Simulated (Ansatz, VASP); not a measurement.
Two plane-wave programs on La

```
La
1.0
    -1.93955    1.93955    1.93955
     1.93955   -1.93955    1.93955
     1.93955    1.93955   -1.93955
La
1
Direct
  0.00000 0.00000 0.00000
```

Alike in both runs: task single point; functional LDA; k mesh 12 × 12 × 12; occupations fermi-dirac, width 0.1 eV; no spin polarisation.

```csv
,VASP,Ansatz
version,VASP 6.6.1,Ansatz 0.2.0
potentials or method,"VASP PAW LDA potentials, release 64 (La), cutoff 520 eV","plane waves (420 eV) with PAW, scalar-relativistic"
valence electrons in the cell,11,11
```

```csv
,VASP,Ansatz,Ansatz less VASP
pressure (GPa),4.2,4.3,+0.13
```

Ansatz warns that its potentials were made for another functional, while VASP's fit it. LDA's correlation is that of Perdew and Zunger in VASP and of Perdew and Wang (1992) in Ansatz.

Spin-orbit coupling is off throughout.
